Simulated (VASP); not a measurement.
Wanted: the native input for a VASP 6.6.1 run.

```yaml
Task: relaxation of cell and atoms
Functional: PBE
Potentials_or_basis: VASP PAW PBE potentials, release 64 (Zn, B)
Cutoff: 500 eV
k_mesh: 5 × 5 × 2
Occupations: gaussian, width 0.2 eV
Spin: no spin polarisation
Dipole_correction: no
Further_INCAR_settings: ALGO = Normal; EDIFF = 1e-07; IBRION = 2; EDIFFG = -0.08; NSW = 36; ISIF = 3
```

The structure of Zn2B3 lies in POSCAR:

```
Zn2B3
1.0
    3.9529993400      0.0000000000      0.0000000000
   -1.9764996700      3.4233978500      0.0000000000
    0.0000000000      0.0000000000      7.6186136500
Zn B
4 6
Direct
    0.3333333300      0.6666666700      0.0654109600
    0.6666666700      0.3333333300      0.5654109600
    0.6666666700      0.3333333300      0.9345890400
    0.3333333300      0.6666666700      0.4345890400
    0.3333333300      0.6666666700      0.2500000000
    0.6666666700      0.3333333300      0.7500000000
    0.3333333300      0.6666666700      0.7500000000
    0.6666666700      0.3333333300      0.2500000000
    0.0000000000      0.0000000000      0.2500000000
    0.0000000000      0.0000000000      0.7500000000
```

The cell was built from a structure type or drawn by symmetry, and may not be a known phase.

One way to write it, as run:

INCAR

```
PREC = Accurate
ENCUT = 500
EDIFF = 1E-7
ISMEAR = 0
SIGMA = 0.2
LREAL = F
LASPH = T
NELM = 120
ALGO = Normal
ISIF = 3
LWAVE = F
LCHARG = F
GGA = PE
IBRION = 2
NSW = 36
EDIFFG = -0.08
GGA_COMPAT = F
NELMIN = 4
```

KPOINTS

```
regular mesh
0
Gamma
  5 5 2
```

Potentials or basis: VASP PAW PBE potentials, release 64 (Zn, B).

Command:

```bash
$ cat potpaw_PBE.64/Zn/POTCAR potpaw_PBE.64/B/POTCAR > POTCAR
$ mpirun -np 1 vasp_std > vasp.out
```

Results of the run:

```json
{
 "Relaxed volume": "10.72 Å³/atom",
 "Relaxed cell": "a = 3.183 Å, b = 3.183 Å, c = 12.220 Å, α = 90.00°, β = 90.00°, γ = 120.00°",
 "Space group after relaxing (to 0.1 Å)": "P6_3/mmc (No. 194)",
 "Pressure after relaxing": "-0.3 GPa",
 "Largest force after relaxing": "0.006 eV/Å",
 "Band gap on the k mesh": "zero (bands 33 and 34 overlap by 4.07 eV)"
}
```

Caveat: the k points lie up to 0.46 Å⁻¹ apart in the final cell, too coarse for converged energies and pressures of a metal; a cell axis changed by over 15 % at a fixed basis, so the end point is rough.

Wall time 10 min on 1 thread of AMD EPYC 9R45 (Zen 5), on a shared host, peak memory 0.19 GiB.
